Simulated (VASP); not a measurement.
Here is a VASP 6.6.1 calculation.

The input INCAR:

```
  PREC = Accurate
  ENCUT = 520
  EDIFF = 1E-6
  ISMEAR = 0
  SIGMA = 0.02
  LREAL = F
  LASPH = T
  NELM = 60
  ALGO = Normal
  ISIF = 2
  LWAVE = F
  LCHARG = T
  GGA = PS
  LELF = T
  LVHAR = T
  NBANDS = 10
```

Contents of KPOINTS:

```
regular mesh
0
Gamma
  9 9 6
```

POSCAR

```
H
1.0
    4.0229206307      0.0000000000      0.0000000000
   -2.0114603154      3.4839514636      0.0000000000
    0.0000000000      0.0000000000      5.1354827933
H
4
Direct
    0.3333333300      0.6666666700      0.1705513561
    0.6666666700      0.3333333300      0.6705513561
    0.6666666700      0.3333333300      0.8294486439
    0.3333333300      0.6666666700      0.3294486439
```

Potentials or basis: VASP PAW PBE potentials, release 64 (H).

The run is started by

```console
$ cat potpaw_PBE.64/H/POTCAR > POTCAR
$ mpirun -np 1 vasp_std > vasp.out
```

Task: What does it give for the band gap on the k mesh?

Result: 8.67 eV, direct.

Task: Predict the pressure.

Result: -2.1 GPa.

Task: What does it give for the largest force?

Result: 1.574 eV/Å.

Stress tensor (GPa, compression positive):
```
-0.13  0.00  0.00
 0.00 -0.13  0.00
 0.00  0.00 -5.89
```

Caveat: the cell differs from its parent crystal (strained); the PAW data sets were made with another functional, which shifts forces and pressure a little. A k mesh can miss the band edges.
